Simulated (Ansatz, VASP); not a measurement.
Al2GaN3 in VASP and in Ansatz

```
CELL_PARAMETERS angstrom
5.85807 -1.59924 0.00093
5.85807 1.59924 0.00093
-1.93414 0.00000 7.31886
ATOMIC_POSITIONS crystal
Al 0.94416 0.94416 0.38929
Al 0.88886 0.88886 0.77691
Al 0.22291 0.22291 0.44453
Al 0.55413 0.55413 0.11299
Ga 0.27719 0.27719 0.05745
Ga 0.60975 0.60975 0.72176
N 0.14776 0.14776 0.18494
N 0.48167 0.48167 0.85231
N 0.81826 0.81826 0.51513
N 0.76438 0.76438 0.90177
N 0.09517 0.09517 0.56479
N 0.43112 0.43112 0.24293
```

Change from the starting cell: equal strain along all axes, cell held, atoms relaxed: +2.0 %.

Alike in both runs: functional PBEsol; k mesh 8 × 8 × 4; occupations gaussian, width 0.02 eV; no spin polarisation.

Ansatz relaxed the structure, and its values are those at the end. VASP's run is a single point on that final structure, the one shown.

|  | VASP | Ansatz |
| --- | --- | --- |
| version | VASP 6.6.1 | Ansatz 0.2.0 |
| potentials or method | VASP PAW PBE potentials, release 64 (Al, Ga_d, N), cutoff 520 eV | scalar-relativistic, plane waves, PAW |
| valence electrons in the cell | 68 | 68 |

Ansatz gave:

| Property | Result |
| --- | --- |
| gap on the k mesh at the Fermi level (eV) | 2.81 |
| least direct gap on the mesh (eV) | 2.81 |
| pressure (GPa) | -10.4 |

Q: Which values does VASP return?

A: gap on the k mesh at the Fermi level (eV): 2.82; least direct gap on the mesh (eV): 2.82; pressure (GPa): -10.5.

VASP's potentials were made for PBE, not for PBEsol. Ansatz's warnings: stress scf threshold loose.
